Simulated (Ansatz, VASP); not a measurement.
## One calculation of TaSi2, two programs

The input POSCAR:

```
TaSi2
1.0
    4.7839000000      0.0000000000      0.0000000000
   -2.3919500000      4.1429789300      0.0000000000
    0.0000000000      0.0000000000      6.5700000000
Ta Si
3 6
Direct
    0.5000000000      0.0000000000      0.0000000000
    0.5000000000      0.5000000000      0.6666666667
    0.0000000000      0.5000000000      0.3333333333
    0.1589700000      0.3179400000      0.0000000000
    0.8410300000      0.1589700000      0.6666666667
    0.6820600000      0.8410300000      0.3333333333
    0.8410300000      0.6820600000      0.0000000000
    0.1589700000      0.8410300000      0.6666666667
    0.3179400000      0.1589700000      0.3333333333
```

The input INCAR.step1:

```
SYSTEM = TaSi2
ALGO = Normal
EDIFF = 1E-4
ENCUT = 520
GGA = PE
ISMEAR = 1
LASPH = .True.
LCHARG = .False.
LREAL = .False.
LWAVE = .True.
NBANDS = 38
NELM = 80
PREC = Accurate
SIGMA = 0.1
```

Contents of INCAR.step2:

```
SYSTEM = TaSi2
ALGO = Normal
EDIFF = 1E-6
ENCUT = 520
ISIF = 2
ISMEAR = 1
ISTART = 1
LASPH = .True.
LCHARG = .True.
LELF = .True.
LMIXTAU = .True.
LREAL = .False.
LVHAR = .True.
LWAVE = .False.
METAGGA = R2SCAN
NBANDS = 38
NELM = 80
PREC = Accurate
SIGMA = 0.1
```

KPOINTS

```
k-points
0
Gamma
  5 5 3
  0 0 0
```

Input for Ansatz:

```yaml
crystal:
  lattice:
    - [4.7839, 0.0, 0.0]
    - [-2.39195, 4.14297893, 0.0]
    - [0.0, 0.0, 6.57]
  atoms:
    - { symbol: Ta, position: [0.5, 0.0, 0.0] }
    - { symbol: Ta, position: [0.5, 0.5, 0.6666666666666666] }
    - { symbol: Ta, position: [0.0, 0.5, 0.3333333333333333] }
    - { symbol: Si, position: [0.15897, 0.31794, 0.0] }
    - { symbol: Si, position: [0.8410299999999999, 0.15897, 0.6666666666666666] }
    - { symbol: Si, position: [0.6820599999999999, 0.84103, 0.3333333333333333] }
    - { symbol: Si, position: [0.84103, 0.68206, 0.0] }
    - { symbol: Si, position: [0.15897, 0.84103, 0.6666666666666666] }
    - { symbol: Si, position: [0.31794, 0.15897, 0.3333333333333333] }
kpoints:
  mp_grid:
    grid: [5, 5, 3]
  band_path:
    path:
      - [0.0, 0.0, 0.0]
      - [0.5, 0.0, 0.0]
      - [0.33333, 0.33333, 0.0]
      - [0.0, 0.0, 0.0]
      - [0.0, 0.0, 0.5]
      - [0.5, 0.0, 0.5]
      - [0.33333, 0.33333, 0.5]
      - [0.0, 0.0, 0.5]
    npoints: 6
hamiltonian:
  xc: r2scan
  pseudopotentials:
    kind: paw
scf:
  n_extra_bands: 8
  occupations:
    method: cold
    width: 0.1
output:
  forces: true
```

Alike in both runs: task single point; functional r2SCAN; k mesh 5 × 5 × 3; no spin polarisation.

|  | VASP | Ansatz |
| --- | --- | --- |
| version | VASP 6.6.1 | Ansatz 0.2.0 |
| potentials or method | VASP PAW PBE potentials, release 64 (Ta_pv, Si) | plane waves, PAW |
| plane-wave cutoff (eV) | 520 | 500 |
| occupations | methfessel-paxton of order 1, width 0.1 eV | cold, width 0.1 eV |
| valence electrons in the cell | 57 | 63 |

Ansatz gave:

```
gap on the k mesh at the Fermi level (eV) : none
rms of the force components (eV/Å)        : 0.047
```

Question: What did VASP give for the same quantities?

Answer: gap on the k mesh at the Fermi level (eV): none; rms of the force components (eV/Å): 0.059.

VASP's potentials were made for PBE, not for r2SCAN. Atom by atom the forces differ by 0.012 eV/Å (rms over components). A gap of «none» marks a metal or a gap that the smearing closes. VASP's potentials hold 57 valence electrons a cell and Ansatz's 63, so a difference there can come from the potentials and not from the codes.

Neither program's run includes spin-orbit coupling.
